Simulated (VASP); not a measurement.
Write the native input for VASP 6.6.1 that does the following.

```
Task                   : single point
Functional             : PBE
Potentials or basis    : VASP PAW PBE potentials, release 64 (Rb_sv)
Cutoff                 : 520 eV
k mesh                 : 9 × 9 × 5
Occupations            : fermi-dirac, width 0.08 eV
Spin                   : no spin polarisation
Dipole correction      : no
Further INCAR settings : ALGO = Normal; EDIFF = 1e-06; NBANDS = 16
```

The structure of Rb lies in POSCAR:

```
Rb
1.0
    4.9037318885      0.0000000000      0.0000000000
   -2.4518659442      4.2467563888      0.0000000000
    0.0000000000      0.0000000000      8.0905351890
Rb
2
Direct
    0.3333333333      0.6666666667      0.2500000000
    0.6666666667      0.3333333333      0.7500000000
```

This isn't the form of Rb at room conditions, which is bcc.

The input as run:

INCAR

```
SYSTEM = Rb
PREC = Accurate ; ENCUT = 520
EDIFF = 1E-6 ; ISMEAR = -1
SIGMA = 0.08 ; LREAL = .FALSE.
LASPH = .TRUE. ; NELM = 100
ALGO = Normal ; ISIF = 2
LWAVE = .FALSE. ; LCHARG = .TRUE.
GGA = PE ; LELF = .TRUE.
LVHAR = .TRUE. ; NBANDS = 16
```

KPOINTS

```
Automatic mesh
0
G
  9 9 5
  0 0 0
```

Potentials or basis: VASP PAW PBE potentials, release 64 (Rb_sv).

The run is started by

```bash
$ cat potpaw_PBE.64/Rb_sv/POTCAR > POTCAR
$ mpirun -np 1 vasp_std > vasp.out
```

It gave:

The pressure is 0.3 GPa and the band gap on the k mesh is zero (bands 9 and 10 overlap by 2.05 eV).

Wall time 54 s on 1 thread of AMD EPYC 9755 128-Core Processor (shared host), peak memory 0.25 GiB.
